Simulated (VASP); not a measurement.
# Ge (R-3) in VASP: single point with PBEsol

Aim: the single point of Ge with PBEsol.

All numbers are computed with VASP 6.6.1; they aren't measurements. Logs are shortened: lines on timing, memory, paths and dates and some standing lists are left out, and cuts for length are marked.

## 1. The cell of the first run

Symmetry: R-3, No. 148, trigonal system. Conventional cell: a = 9.846 Å, b = 9.846 Å, c = 5.859 Å, α = 90.00°, β = 90.00°, γ = 120.00°. Ge (site symmetry 3) has 5 Ge at 2.48 to 3.33 Å within 3.4 Å. Within 3.3 Å of Ge (site symmetry 1) lie 4 Ge at 2.48 to 2.49 Å.

## 2. Single point, PBEsol

Input file INCAR:

```
SYSTEM = Ge
PREC     = Accurate       ! precision mode
ENCUT    = 520            ! plane-wave cutoff, eV
EDIFF    = 1E-7           ! SCF threshold, eV
ISMEAR   = 0              ! smearing method
SIGMA    = 0.1            ! smearing width, eV
LREAL    = .False.        ! projectors in reciprocal space
LASPH    = .True.         ! aspherical terms in the spheres
NELM     = 100            ! most SCF steps
ALGO     = Normal         ! electronic algorithm
ISIF     = 2              ! what is computed and relaxed
LWAVE    = .False.        ! write WAVECAR
LCHARG   = .False.        ! write CHGCAR
GGA      = PS             ! functional
NBANDS   = 66             ! bands
```

Input file KPOINTS:

```
Automatic mesh
0
Gamma
  6 6 6
  0 0 0
```

Input file POSCAR:

```
Ge
1.0
    4.9230363829      2.8423163809      1.9531127753
   -4.9230363829      2.8423163809      1.9531127753
    0.0000000000     -5.6846327617      1.9531127753
Ge
8
Direct
    0.7159782304      0.7159782304      0.7159782304
    0.2840217696      0.2840217696      0.2840217696
    0.0300984377      0.7261981882      0.5336777870
    0.5336777870      0.0300984377      0.7261981882
    0.7261981882      0.5336777870      0.0300984377
    0.9699015623      0.2738018118      0.4663222130
    0.4663222130      0.9699015623      0.2738018118
    0.2738018118      0.4663222130      0.9699015623
```

Potentials or basis: VASP PAW PBE potentials, release 64 (Ge_d).

On the command line:

```sh
> cat potpaw_PBE.64/Ge_d/POTCAR > POTCAR
> mpirun -np 1 vasp_std > vasp.out
```

OUTCAR:

```text
SYSTEM = Ge
   PREC = Accurate
   ENCUT = 520
   EDIFF = 1E-7
   ISMEAR = 0
   LREAL = .False.
   LASPH = .True.
   NELM = 100
   ISIF = 2
   GGA = PS

 ion  position               nearest neighbor table
   1  0.716  0.716  0.716-   5 2.48   3 2.48   4 2.48   2 2.53
   2  0.284  0.284  0.284-   8 2.48   6 2.48   7 2.48   1 2.53
   3  0.030  0.726  0.534-   1 2.48   6 2.48   5 2.49   4 2.49
   4  0.534  0.030  0.726-   1 2.48   7 2.48   5 2.49   3 2.49
   5  0.726  0.534  0.030-   1 2.48   8 2.48   3 2.49   4 2.49
   6  0.970  0.274  0.466-   2 2.48   3 2.48   8 2.49   7 2.49
   7  0.466  0.970  0.274-   2 2.48   4 2.48   8 2.49   6 2.49
   8  0.274  0.466  0.970-   2 2.48   5 2.48   6 2.49   7 2.49

  LATTYP: Found a trigonal (rhomboedric) cell.
 ALAT       =     6.0107985451
 COS(alpha) =    -0.3416268498

  Lattice vectors:

 A1 = (   4.9230363829,   2.8423163809,   1.9531127753)
 A2 = (  -4.9230363829,   2.8423163809,   1.9531127753)
 A3 = (   0.0000000000,  -5.6846327617,   1.9531127753)

Analysis of symmetry for initial positions (statically):
=====================================================================
 Subroutine PRICEL returns:
 Original cell was already a primitive cell.

 Routine SETGRP: Setting up the symmetry group for a
 trigonal (rhombohedral) supercell.

 Subroutine GETGRP returns: Found  6 space group operations
 (whereof  6 operations were pure point group operations)
 out of a pool of 12 trial point group operations.

The static configuration has the point symmetry S_6 .

Analysis of symmetry for dynamics (positions and initial velocities):
=====================================================================
 Subroutine PRICEL returns:
 Original cell was already a primitive cell.

 Routine SETGRP: Setting up the symmetry group for a
 trigonal (rhombohedral) supercell.

 Subroutine GETGRP returns: Found  6 space group operations
 (whereof  6 operations were pure point group operations)
 out of a pool of 12 trial point group operations.

The dynamic configuration has the point symmetry S_6 .

 Subroutine INISYM returns: Found  6 space group operations
 (whereof  6 operations are pure point group operations),
 and found     1 'primitive' translations

----------------------------------------------------------------------------------------

                                     Primitive cell

  volume of cell :     163.9774

  direct lattice vectors                    reciprocal lattice vectors
     4.923036383  2.842316381  1.953112775     0.101563336  0.058637620  0.170667735
    -4.923036383  2.842316381  1.953112775    -0.101563336  0.058637620  0.170667735
     0.000000000 -5.684632762  1.953112775     0.000000000 -0.117275239  0.170667735

  length of vectors
     6.010798545  6.010798545  6.010798545     0.207077178  0.207077178  0.207077178

  position of ions in fractional coordinates (direct lattice)
     0.715978230  0.715978230  0.715978230
     0.284021770  0.284021770  0.284021770
     0.030098438  0.726198188  0.533677787
     0.533677787  0.030098438  0.726198188
     0.726198188  0.533677787  0.030098438
     0.969901562  0.273801812  0.466322213
     0.466322213  0.969901562  0.273801812
     0.273801812  0.466322213  0.969901562

  ion indices of the primitive-cell ions
   primitive index   ion index
                 1           1
                 2           2
                 3           3
                 4           4
                 5           5
                 6           6
                 7           7
                 8           8

----------------------------------------------------------------------------------------

 KPOINTS: Automatic mesh

Automatic generation of k-mesh.
 Grid dimensions read from file:
 generate k-points for:    6    6    6

 Generating k-lattice:

  Cartesian coordinates                     Fractional coordinates (reciprocal lattice)
     0.016927223  0.009772937  0.028444622     0.166666667  0.000000000 -0.000000000
    -0.016927223  0.009772937  0.028444622     0.000000000  0.166666667 -0.000000000
     0.000000000 -0.019545873  0.028444622     0.000000000  0.000000000  0.166666667

  Length of vectors
     0.034512863  0.034512863  0.034512863

  Shift w.r.t. Gamma in fractional coordinates (k-lattice)
     0.000000000  0.000000000  0.000000000

 Subroutine IBZKPT returns following result:
 ===========================================

 Found     40 irreducible k-points:

 Following reciprocal coordinates:
            Coordinates               Weight
  0.000000  0.000000  0.000000      1.000000
  0.166667 -0.000000 -0.000000      6.000000
  0.333333 -0.000000 -0.000000      6.000000
  0.500000 -0.000000  0.000000      3.000000
  0.166667  0.166667 -0.000000      6.000000
  0.333333  0.166667  0.000000      6.000000
[... 16 lines left out ...]
  0.333333  0.333333  0.166667      6.000000
  0.500000  0.333333  0.166667      6.000000
 [... further k-points ...]
   k-points           NKPTS =     40   k-points in BZ     NKDIM =     40   number of bands    NBANDS=     66
   number of dos      NEDOS =    301   number of ions     NIONS =      8
   total plane-waves  NPLWV = 110592
   dimension x,y,z NGX =    48 NGY =   48 NGZ =   48
   dimension x,y,z NGXF=    96 NGYF=   96 NGZF=   96
   ions per type =               8
   NGX,Y,Z   is equivalent  to a cutoff of  13.28, 13.28, 13.28 a.u.
   NGXF,Y,Z  is equivalent  to a cutoff of  26.55, 26.55, 26.55 a.u.
 SYSTEM =  Ge
   PREC   = accura    normal or accurate (medium, high low for compatibility)
   ISTART =      0    job   : 0-new  1-cont  2-samecut
   ICHARG =      2    charge: 1-file 2-atom 10-const
   ISPIN  =      1    spin polarized calculation?
   LNONCOLLINEAR =      F non collinear calculations
   LSORBIT =      F    spin-orbit coupling
   LASPH  =      T    aspherical Exc in radial PAW
   ENCUT  =  520.0 eV  38.22 Ry    6.18 a.u.  11.18 11.18 11.18*2*pi/ulx,y,z
   NELM   =    100;   NELMIN=  2; NELMDL= -5     # of ELM steps
   EDIFF  = 0.1E-06   stopping-criterion for ELM
   LREAL  =      F    real-space projection
   EDIFFG = 0.1E-05   stopping-criterion for IOM
   NSW    =      0    number of steps for IOM
   IBRION =     -1    ionic relax: 0-MD 1-quasi-New 2-CG
   NFREE  =      0    steps in history (QN), initial steepest desc. (CG)
   ISIF   =      2    stress and relaxation
   ISYM   =      2    0-nonsym 1-usesym 2-fastsym
   POTIM  = 0.5000    time-step for ionic-motion
   TEBEG  =    0.0;   TEEND  =   0.0 temperature during run
   PSTRESS=    0.0 pullay stress
   NELECT =     112.0000    total number of electrons
   NUPDOWN=      -1.0000    fix difference up-down
   EMIN   =  10.00;   EMAX   =-10.00  energy-range for DOS
   EFERMI =   0.00;   METHOD = LEGACY
   ISMEAR =     0;   SIGMA  =   0.10  broadening in eV -4-tet -1-fermi 0-gaus
   EFERMI_NEDOS =   21; number of points for ismear=-14 and -15
   IALGO  =     38    algorithm
   IMIX   =      4    mixing-type and parameters
     AMIX     =   0.40;   BMIX     =  1.00
     AMIX_MAG =   1.60;   BMIX_MAG =  1.00
  volume/ion in A,a.u.               =      20.50       138.32
  Fermi-wavevector in a.u.,A,eV,Ry     =   1.441737  2.724489 28.281161  2.078607
  Thomas-Fermi vector in A             =   2.560336
   LORBIT       =      0    0 simple, 1 ext, 2 COOP (PROOUT), +10 PAW based schemes
   GGA     = PS    functional components
   LHFCALC =     F    Hartree Fock is set to
   AEXX    =    0.0000 exact exchange contribution
   IVDW    =     0    specifies the selected vdW correction
   LEPSILON=     F    determine dielectric tensor
   LRPA    =     F    only Hartree local field effects (RPA)
 non-spin polarized calculation
 Gauss-broadening in eV      SIGMA  =   0.10
  energy-cutoff  :      520.00
  volume of cell :      163.98
 maximum number of plane-waves:      4450
 NGX is ok and might be reduce to    48
   NGX = 23   NGY = 23   NGZ = 23

 number of electron     111.9999997 magnetization

 Free energy of the ion-electron system (eV)
  ---------------------------------------------------
  ext. energy  EPLUGINS =         0.00000000
  ---------------------------------------------------
  free energy    TOTEN  =       -38.57713798 eV

  energy without entropy =      -38.57122819  energy(sigma->0) =      -38.57418309

 E-fermi :   5.6588     XC(G=0): -10.8044

 val. band max:        5.5953473475   @ k =  -0.3333   0.5000   0.3333
 cond. band min:       5.6852136115   @ k =   0.5000   0.3333   0.3333
 fundamental gap:      0.0898662640
 Fermi energy:         5.6588040962

 k-point     1 :       0.0000    0.0000    0.0000
  band No.  band energies     occupation
      1     -19.0925      2.00000
      2     -19.0925      2.00000
      3     -19.0849      2.00000
      4     -19.0760      2.00000
      5     -19.0760      2.00000
      6     -19.0548      2.00000
[... 58 lines left out ...]
     65      10.9262      0.00000
     66      12.1137      0.00000

 k-point     2 :       0.1667   -0.0000   -0.0000
  band No.  band energies     occupation
      1     -19.0930      2.00000
      2     -19.0898      2.00000
      3     -19.0838      2.00000
      4     -19.0767      2.00000
      5     -19.0722      2.00000
      6     -19.0549      2.00000
[... 58 lines left out ...]
     65      10.6085      0.00000
     66      10.9853      0.00000

 k-point     3 :       0.3333   -0.0000   -0.0000
  band No.  band energies     occupation
      1     -19.0934      2.00000
      2     -19.0855      2.00000
      3     -19.0800      2.00000
      4     -19.0765      2.00000
      5     -19.0668      2.00000
      6     -19.0547      2.00000
[... 1438 lines left out ...]
     65      10.1872      0.00000
     66      10.5531      0.00000

 k-point    24 :       0.5000    0.3333    0.1667
  band No.  band energies     occupation
      1     -19.0912      2.00000
      2     -19.0903      2.00000
      3     -19.0863      2.00000
      4     -19.0685      2.00000
      5     -19.0627      2.00000
      6     -19.0547      2.00000
[... 58 lines left out ...]
     65       9.7925      0.00000
     66      11.1504      0.00000

 [... further k-points ...]

------------------------ aborting loop because EDIFF is reached ----------------------------------------

  FORCE on cell =-STRESS in cart. coord.  units (eV):
  Direction    XX          YY          ZZ          XY          YZ          ZX
  --------------------------------------------------------------------------------------
  -------------------------------------------------------------------------------------
  Total       -0.0630109     -0.0630109     -0.0675498     -0.0000001     -0.0000000      0.0000000
  in kB       -0.6156620     -0.6156620     -0.6600101     -0.0000012     -0.0000000      0.0000000
  external PRESSURE =      -0.6304447 kB  Pullay stress =       0.0000000 kB

 VOLUME and BASIS-vectors are now :
 -----------------------------------------------------------------------------
  energy-cutoff  :      520.00
  volume of cell :      163.98
      direct lattice vectors                 reciprocal lattice vectors
     4.923036383  2.842316381  1.953112775     0.101563336  0.058637620  0.170667735
    -4.923036383  2.842316381  1.953112775    -0.101563336  0.058637620  0.170667735
     0.000000000 -5.684632762  1.953112775     0.000000000 -0.117275239  0.170667735

 POSITION                                       TOTAL-FORCE (eV/Angst)
 -----------------------------------------------------------------------------------
      0.00000      0.00000      4.19516        -0.000000     -0.000000     -0.002134
      0.00000      0.00000      1.66418        -0.000000      0.000000      0.002134
     -3.42692     -0.88413      2.51947        -0.000577      0.001256     -0.001420
      2.47914     -2.52574      2.51947        -0.000799     -0.001128     -0.001420
      0.94778      3.40987      2.51947         0.001376     -0.000128     -0.001420
      3.42692      0.88413      3.33987         0.000577     -0.001256      0.001420
     -2.47914      2.52574      3.33987         0.000799      0.001128      0.001420
     -0.94778     -3.40987      3.33987        -0.001376      0.000128      0.001420
 -----------------------------------------------------------------------------------
    total drift:                                0.000000      0.000000     -0.000000

  FREE ENERGIE OF THE ION-ELECTRON SYSTEM (eV)
  ---------------------------------------------------
  free  energy   TOTEN  =       -38.5771379847 eV

  energy  without entropy=      -38.5712281861  energy(sigma->0) =      -38.57418309
```

Wall time 11 min (1 thread of Intel Xeon 8259CL, shared host); peak memory 0.5 GiB.

Results:

* Free energy: -38.5771 eV
* Pressure: -0.1 GPa
* Band gap on the k mesh: zero (bands 56 and 57 overlap by 0.59 eV)

Forces on the atoms (eV/Å):
```
Ge   0.000  0.000 -0.002
Ge   0.000  0.000  0.002
Ge  -0.001  0.001 -0.001
Ge  -0.001 -0.001 -0.001
Ge   0.001  0.000 -0.001
Ge   0.001 -0.001  0.001
Ge   0.001  0.001  0.001
Ge  -0.001  0.000  0.001
```

Caveat: semilocal functionals underestimate gaps, so a narrow gap can read as zero; the PAW data sets were made with another functional, which shifts forces and pressure a little.
